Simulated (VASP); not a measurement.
# P (P2/m) in VASP: a series of runs

Runs on P. Level: PBE. Tasks: single point.

Everything below comes from runs of VASP 6.6.1. Logs are shortened: lines on timing, memory, paths and dates and some standing lists are left out, and cuts for length are marked.

## (1) The cell of the first run

It takes space group P2/m (No. 10, monoclinic). Conventional cell: a = 2.425 Å, b = 2.439 Å, c = 4.852 Å, α = 90.00°, β = 90.24°, γ = 90.00°. Within 3.2 Å of P (site symmetry m) lie 6 P at 2.42 to 2.44 Å.

This isn't the form of P at room conditions, which is orthorhombic.

## (2) Single point, PBE

INCAR reads:

```
PREC = Accurate ; ENCUT = 520
EDIFF = 1E-6 ; ISMEAR = 0
SIGMA = 0.1 ; LREAL = False
LASPH = True ; NELM = 60
ALGO = Normal ; ISIF = 2
LWAVE = False ; LCHARG = False
GGA = PE ; NBANDS = 12
```

KPOINTS reads:

```
Automatic mesh
0
Gamma
  1 1 1
```

POSCAR reads:

```
P
1.0
    2.4246941115      0.0000000000      0.0000000000
    0.0000000000      2.4385351442      0.0000000000
   -0.0203144631      0.0000000000      4.8524328982
P
2
Direct
    0.9999999700      0.0000000000      0.2505746400
    0.0000000300      0.0000000000      0.7494253600
```

Potentials or basis: VASP PAW PBE potentials, release 64 (P).

On the command line:

```bash
$ cat potpaw_PBE.64/P/POTCAR > POTCAR
$ mpirun -np 1 vasp_gam > vasp.out
```

OUTCAR:

```text
PREC = Accurate
   ENCUT = 520
   EDIFF = 1E-6
   ISMEAR = 0
   LREAL = False
   LASPH = True
   NELM = 60
   ISIF = 2
   GGA = PE

 ion  position               nearest neighbor table
   1  1.000  0.000  0.251-   2 2.42   2 2.43
   2  0.000  0.000  0.749-   1 2.42   1 2.43

  LATTYP: Found a simple monoclinic cell.
 ALAT       =     2.4246941115
 B/A-ratio  =     1.0057083624
 C/A-ratio  =     2.0012732318
 COS(beta)  =    -0.0041864124

  Lattice vectors:

 A1 = (   2.4246941115,   0.0000000000,   0.0000000000)
 A2 = (   0.0000000000,   2.4385351442,   0.0000000000)
 A3 = (  -0.0203144631,   0.0000000000,   4.8524328982)

Analysis of symmetry for initial positions (statically):
=====================================================================
 Subroutine PRICEL returns:
 Original cell was already a primitive cell.

 Routine SETGRP: Setting up the symmetry group for a
 simple monoclinic supercell.

 Subroutine GETGRP returns: Found  4 space group operations
 (whereof  4 operations were pure point group operations)
 out of a pool of  4 trial point group operations.

The static configuration has the point symmetry C_2h.

Analysis of symmetry for dynamics (positions and initial velocities):
=====================================================================
 Subroutine PRICEL returns:
 Original cell was already a primitive cell.

 Routine SETGRP: Setting up the symmetry group for a
 simple monoclinic supercell.

 Subroutine GETGRP returns: Found  4 space group operations
 (whereof  4 operations were pure point group operations)
 out of a pool of  4 trial point group operations.

The dynamic configuration has the point symmetry C_2h.

 Subroutine INISYM returns: Found  4 space group operations
 (whereof  4 operations are pure point group operations),
 and found     1 'primitive' translations

----------------------------------------------------------------------------------------

                                     Primitive cell

  volume of cell :      28.6910

  direct lattice vectors                    reciprocal lattice vectors
     2.424694112  0.000000000  0.000000000     0.412423157  0.000000000  0.001726589
     0.000000000  2.438535144  0.000000000     0.000000000  0.410082259  0.000000000
    -0.020314463  0.000000000  4.852432898     0.000000000  0.000000000  0.206082190

  length of vectors
     2.424694112  2.438535144  4.852475421     0.412426771  0.410082259  0.206082190

  position of ions in fractional coordinates (direct lattice)
     0.999999970  0.000000000  0.250574640
[... 56 lines left out ...]
   EDIFFG = 0.1E-04   stopping-criterion for IOM
   NSW    =      0    number of steps for IOM
   IBRION =     -1    ionic relax: 0-MD 1-quasi-New 2-CG
   NFREE  =      0    steps in history (QN), initial steepest desc. (CG)
   ISIF   =      2    stress and relaxation
   ISYM   =      2    0-nonsym 1-usesym 2-fastsym
   POTIM  = 0.5000    time-step for ionic-motion
   TEBEG  =    0.0;   TEEND  =   0.0 temperature during run
   PSTRESS=    0.0 pullay stress
   NELECT =      10.0000    total number of electrons
   NUPDOWN=      -1.0000    fix difference up-down
   EMIN   =  10.00;   EMAX   =-10.00  energy-range for DOS
   EFERMI =   0.00;   METHOD = LEGACY
   ISMEAR =     0;   SIGMA  =   0.10  broadening in eV -4-tet -1-fermi 0-gaus
   EFERMI_NEDOS =   21; number of points for ismear=-14 and -15
   IALGO  =     38    algorithm
   IMIX   =      4    mixing-type and parameters
     AMIX     =   0.40;   BMIX     =  1.00
     AMIX_MAG =   1.60;   BMIX_MAG =  1.00
  volume/ion in A,a.u.               =      14.35        96.81
  Fermi-wavevector in a.u.,A,eV,Ry     =   1.152107  2.177167 18.059715  1.327352
  Thomas-Fermi vector in A             =   2.288761
   LORBIT       =      0    0 simple, 1 ext, 2 COOP (PROOUT), +10 PAW based schemes
   GGA     = PE    functional components
   LHFCALC =     F    Hartree Fock is set to
   AEXX    =    0.0000 exact exchange contribution
   IVDW    =     0    specifies the selected vdW correction
   LEPSILON=     F    determine dielectric tensor
   LRPA    =     F    only Hartree local field effects (RPA)
 non-spin polarized calculation
 Gauss-broadening in eV      SIGMA  =   0.10
  energy-cutoff  :      520.00
  volume of cell :       28.69
 maximum number of plane-waves:       396
 NGX is ok and might be reduce to    18
   NGX =  9   NGY =  9   NGZ = 19

 number of electron      10.0000000 magnetization

 number of electron       9.9999996 magnetization

 Free energy of the ion-electron system (eV)
  ---------------------------------------------------
  ext. energy  EPLUGINS =         0.00000000
  ---------------------------------------------------
  free energy    TOTEN  =         2.11163705 eV

  energy without entropy =        2.19885852  energy(sigma->0) =        2.15524779

 E-fermi :  15.0539     XC(G=0): -11.3122

 val. band max:       15.0031897326   @ k =   0.0000   0.0000   0.0000
 cond. band min:      15.1046893674   @ k =   0.0000   0.0000   0.0000
 fundamental gap:      0.1014996348
 Fermi energy:        15.0539403647

 k-point     1 :       0.0000    0.0000    0.0000
  band No.  band energies     occupation
      1      -6.7580      2.00000
      2      -2.3232      2.00000
      3       1.1025      2.00000
      4      14.7470      1.99999
      5      15.0032      1.52707
      6      15.1047      0.47294
      7      16.7164      0.00000
      8      16.7766      0.00000
      9      17.6758      0.00000
     10      17.9218      0.00000
     11      19.3792      0.00000
     12      24.0340      0.00000

------------------------ aborting loop because EDIFF is reached ----------------------------------------

  FORCE on cell =-STRESS in cart. coord.  units (eV):
  Direction    XX          YY          ZZ          XY          YZ          ZX
  --------------------------------------------------------------------------------------
  -------------------------------------------------------------------------------------
  Total       10.9681430     30.3823323      2.1590731      0.0000000      0.0000000     -0.0552745
  in kB      612.4888249   1696.6262296    120.5680989      0.0000000      0.0000000     -3.0866703
  external PRESSURE =     809.8943845 kB  Pullay stress =       0.0000000 kB

 VOLUME and BASIS-vectors are now :
 -----------------------------------------------------------------------------
  energy-cutoff  :      520.00
  volume of cell :       28.69
      direct lattice vectors                 reciprocal lattice vectors
     2.424694112  0.000000000  0.000000000     0.412423157  0.000000000  0.001726589
     0.000000000  2.438535144  0.000000000     0.000000000  0.410082259  0.000000000
    -0.020314463  0.000000000  4.852432898     0.000000000  0.000000000  0.206082190

 POSITION                                       TOTAL-FORCE (eV/Angst)
 -----------------------------------------------------------------------------------
      2.41960      0.00000      1.21590         0.000121      0.000000      0.013571
     -0.01522      0.00000      3.63654        -0.000121      0.000000     -0.013571
 -----------------------------------------------------------------------------------
    total drift:                                0.000000      0.000000     -0.000000

  FREE ENERGIE OF THE ION-ELECTRON SYSTEM (eV)
  ---------------------------------------------------
  free  energy   TOTEN  =         2.1116370527 eV

  energy  without entropy=        2.1988585182  energy(sigma->0) =        2.15524779
```

OSZICAR:

```text
N       E                     dE             d eps       ncg     rms          rms(c)
DAV:   1     0.356535396970E+02    0.35654E+02   -0.42342E+03    24   0.661E+02
DAV:   2     0.544768223547E+01   -0.30206E+02   -0.26767E+02    44   0.125E+02
DAV:   3     0.228549279794E+01   -0.31622E+01   -0.29528E+01    40   0.322E+01
DAV:   4     0.218188762729E+01   -0.10361E+00   -0.91593E-01    28   0.325E+00
DAV:   5     0.218123668911E+01   -0.65094E-03   -0.65079E-03    28   0.446E-01    0.120E+01
DAV:   6     0.217317852975E+01   -0.80582E-02   -0.16120E-01    32   0.130E+00    0.757E+00
DAV:   7     0.211590300200E+01   -0.57276E-01   -0.74797E-02    32   0.154E+00    0.223E+00
DAV:   8     0.211369758784E+01   -0.22054E-02   -0.55510E-02    28   0.538E-01    0.733E-01
DAV:   9     0.211260050247E+01   -0.10971E-02   -0.10335E-02    32   0.527E-01    0.173E-01
DAV:  10     0.211202703028E+01   -0.57347E-03   -0.86531E-04    28   0.197E-01    0.813E-02
DAV:  11     0.211166239121E+01   -0.36464E-03   -0.43154E-04    32   0.147E-01    0.392E-02
DAV:  12     0.211163826968E+01   -0.24122E-04   -0.10988E-04    32   0.687E-02    0.997E-03
DAV:  13     0.211163705837E+01   -0.12113E-05   -0.53748E-06    32   0.154E-02    0.318E-03
DAV:  14     0.211163705273E+01   -0.56474E-08   -0.58487E-08    24   0.185E-03
   1 F= 0.21116371E+01 E0= 0.21552478E+01  d E =-.872215E-01
```

stdout:

```text
POSCAR found type information on POSCAR P
 POSCAR found :  1 types and       2 ions
 scaLAPACK will be used
 LDA part: xc-table for (Slater+PW92), standard interpolation
 POSCAR, INCAR and KPOINTS ok, starting setup
 FFT: planning ... GRIDC
 FFT: planning ... GRID_SOFT
 FFT: planning ... GRID
 WAVECAR not read
 entering main loop
```

Wall time 1.3 s (1 thread of Intel Xeon 6975P-C (Granite Rapids), shared host); peak memory 0.11 GiB.

Results:

* Free energy: 2.1116 eV
* Pressure: 81.0 GPa
* Largest force: 0.014 eV/Å

Forces in eV/Å, atoms in the order of the input:
```
P    0.000  0.000  0.014
P    0.000  0.000 -0.014
```

Stress tensor (GPa, compression positive):
```
 61.25   0.00  -0.31
  0.00 169.66   0.00
 -0.31   0.00  12.06
```

Levels at points of the mesh, in eV from the Fermi level:
```tsv
k point	band 1	band 2	band 3	band 4	band 5	band 6	band 7	band 8	band 9	band 10
(0.00, 0.00, 0.00)	-21.81	-17.38	-13.95	-0.31	-0.05	0.05	1.66	1.72	2.62	2.87
```

Caveat: the k points lie up to 2.59 Å⁻¹ apart.

## (3) Single point, PBE

INCAR reads:

```
PREC = Accurate
ENCUT = 520
EDIFF = 1E-6
ISMEAR = 0
SIGMA = 0.1
LREAL = F
LASPH = T
NELM = 60
ALGO = Normal
ISIF = 2
LWAVE = F
LCHARG = T
GGA = PE
LELF = T
LVHAR = T
NBANDS = 12
```

KPOINTS reads:

```
regular mesh
0
Gamma
  4 4 2
```

POSCAR is that of step 2.

Potentials or basis: VASP PAW PBE potentials, release 64 (P).

On the command line:

```bash
$ cat potpaw_PBE.64/P/POTCAR > POTCAR
$ mpirun -np 1 vasp_std > vasp.out
```

Wall time 2.4 s (1 thread of Intel Xeon 6975P-C (Granite Rapids), shared host); peak memory 0.12 GiB.

The run converged. Its results:

| Quantity | Value |
| --- | --- |
| Free energy | -9.8600 eV |
| Pressure | 2.3 GPa |
| Largest force | 0.074 eV/Å |
| Band gap on the k mesh | zero (bands 5 and 6 overlap by 10.12 eV) |

Forces on the atoms (eV/Å):
```
P    0.000  0.000  0.074
P    0.000  0.000 -0.074
```

Stress tensor (GPa, compression positive):
```
0.85 0.00 0.38
0.00 4.28 0.00
0.38 0.00 1.89
```

Levels at points of the mesh, in eV from the Fermi level:
| k point | band 2 | band 3 | band 4 | band 5 | band 6 | band 7 | band 8 | band 9 |
| --- | --- | --- | --- | --- | --- | --- | --- | --- |
| (0.00, 0.00, 0.00) | -12.61 | -9.17 | 4.56 | 4.77 | 4.81 | 6.37 | 6.44 | 7.46 |
| (0.50, 0.00, 0.00) | -9.17 | -7.78 | -5.74 | -5.67 | 0.54 | 7.47 | 7.69 | 9.00 |
| (0.00, 0.50, 0.00) | -9.17 | -7.91 | -5.78 | -5.69 | 0.53 | 7.60 | 7.64 | 8.98 |
| (0.50, 0.50, 0.00) | -5.78 | -5.68 | -2.66 | -2.58 | -2.51 | -1.88 | 0.53 | 4.21 |
| (0.00, 0.00, 0.50) | -15.59 | -3.50 | -3.46 | 5.64 | 5.68 | 5.88 | 5.92 | 7.45 |
| (0.50, 0.00, 0.50) | -11.14 | -7.92 | -7.89 | 0.13 | 0.19 | 5.66 | 5.68 | 8.48 |
| (0.00, 0.50, 0.50) | -11.24 | -7.91 | -7.88 | 0.04 | 0.09 | 5.66 | 5.68 | 8.64 |
| (0.50, 0.50, 0.50) | -6.43 | -4.61 | -4.58 | -4.51 | -4.48 | 1.87 | 1.90 | 4.22 |

Caveat: the k points lie up to 0.65 Å⁻¹ apart, too coarse for converged energies and pressures of a metal.
